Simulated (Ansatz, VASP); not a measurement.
## One calculation of Hf, two programs

```
Hf
1.0
     3.19670    0.00000    0.00000
    -1.59835    2.76842    0.00000
     0.00000    0.00000    5.05780
Hf
2
Direct
  0.66667 0.33333 0.75000
  0.33333 0.66667 0.25000
```

Alike in both runs: functional r2SCAN; k mesh 6 × 6 × 3; occupations fermi-dirac, width 0.05 eV; no spin polarisation.

```csv
,VASP,Ansatz
version,VASP 6.6.1,Ansatz 0.2.0
potentials or method,"VASP PAW PBE potentials, release 64 (Hf_pv)",Ansatz PAW
plane-wave cutoff (eV),520,500
valence electrons in the cell,20,52
task,single point,band structure
```

Ansatz gave:

```
gap on the k mesh at the Fermi level (eV)                     : none
pressure (GPa)                                                : 0.3
traceless stress, the component that is largest in VASP (GPa) : -0.30
```

Task: Estimate VASP's values.

Result: gap on the k mesh at the Fermi level (eV): none; pressure (GPa): -0.3; traceless stress, the component that is largest in VASP (GPa): -0.43.

VASP's potentials were made for PBE, not for r2SCAN. A gap of «none» marks a metal or a gap that the smearing closes. VASP's potentials hold 20 valence electrons a cell and Ansatz's 52, so a difference there can come from the potentials and not from the codes.

The k mesh is coarse, so the values compare programs but aren't converged. Neither program's run includes spin-orbit coupling.
